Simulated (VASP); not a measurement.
A run of VASP 6.6.1 is set up as follows.

INCAR

```
SYSTEM = HfC
PREC = Accurate
ENCUT = 600
EDIFF = 1E-6
ISMEAR = 0
SIGMA = 0.05
LREAL = .FALSE.
LASPH = .TRUE.
NELM = 200
ALGO = Normal
ISIF = 2
LWAVE = .FALSE.
LCHARG = .TRUE.
ISPIN = 2
MAGMOM = 0 0
LORBIT = 11
LMAXMIX = 4
GGA = PE
LELF = .TRUE.
LVHAR = .TRUE.
NBANDS = 18
GGA_COMPAT = .FALSE.
```

KPOINTS

```
regular mesh
0
G
  8 8 8
  0 0 0
```

The input POSCAR:

```
HfC
1.0
    0.0000000000      2.3250013489      2.3250013489
    2.3250013489      0.0000000000      2.3250013489
    2.3250013489      2.3250013489      0.0000000000
Hf C
1 1
Direct
    0.5000000000      0.5000000000      0.5000000000
    0.0000000000      0.0000000000      0.0000000000
```

Potentials or basis: VASP PAW PBE potentials, release 64 (Hf_pv, C).

Run with:

```bash
$ cat potpaw_PBE.64/Hf_pv/POTCAR potpaw_PBE.64/C/POTCAR > POTCAR
$ mpirun -np 1 vasp_std > vasp.out
```

(1) Estimate the band gap on the k mesh.

(2) Estimate the pressure.

(3) Predict the net moment.

## Answers

(1) zero (filled and empty bands overlap).

(2) -0.5 GPa.

(3) 0.00 μB per cell.

Caveat: spin-orbit coupling is left out, which moves the levels of the heavy elements.
